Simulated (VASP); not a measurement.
Au: single point with LDA

Au:

```
Au
1.0
     4.73157    0.00000    0.00000
    -2.36579    4.09766    0.00000
     0.00000    0.00000    2.82621
Au
3
Cartesian
  2.3658 4.0977 0.0000
  0.0000 2.7318 1.4131
  2.3658 1.3659 1.4131
```

This isn't the form of Au at room conditions, which is fcc.

| Item | Value |
| --- | --- |
| Program | VASP 6.6.1 |
| Task | single point |
| Functional | LDA |
| Potentials or basis | VASP PAW LDA potentials, release 64 (Au) |
| Cutoff | 520 eV |
| k mesh | 11 × 11 × 15 |
| Occupations | fermi-dirac, width 0.1 eV |
| Spin | no spin polarisation |
| Dipole correction | no |
| Further INCAR settings | ALGO = Normal; EDIFF = 1e-07; NBANDS = 24 |

```json
{
  "Pressure": "-11.1 GPa",
  "Band gap on the k mesh": "zero (an odd number of electrons rules out a gap without spin polarisation)"
}
```

Stress tensor (GPa, compression positive):
```
-10.81   0.00   0.00
  0.00 -10.81   0.00
  0.00   0.00 -11.65
```

Levels at points of the mesh, in eV from the Fermi level:
```csv
k point,band 13,band 14,band 15,band 16,band 17,band 18,band 19,band 20
"(0.00, 0.00, 0.00)",-3.19,-3.19,-1.75,-1.75,2.69,3.53,5.12,5.12
```

Run time: 40 s on 1 thread of Intel(R) Xeon(R) 6975P-C (Granite Rapids), with other jobs on the host, peak memory 0.25 GiB.

Caveat: the cell stands under tension; spin-orbit coupling is left out, which moves the levels of the heavy elements.
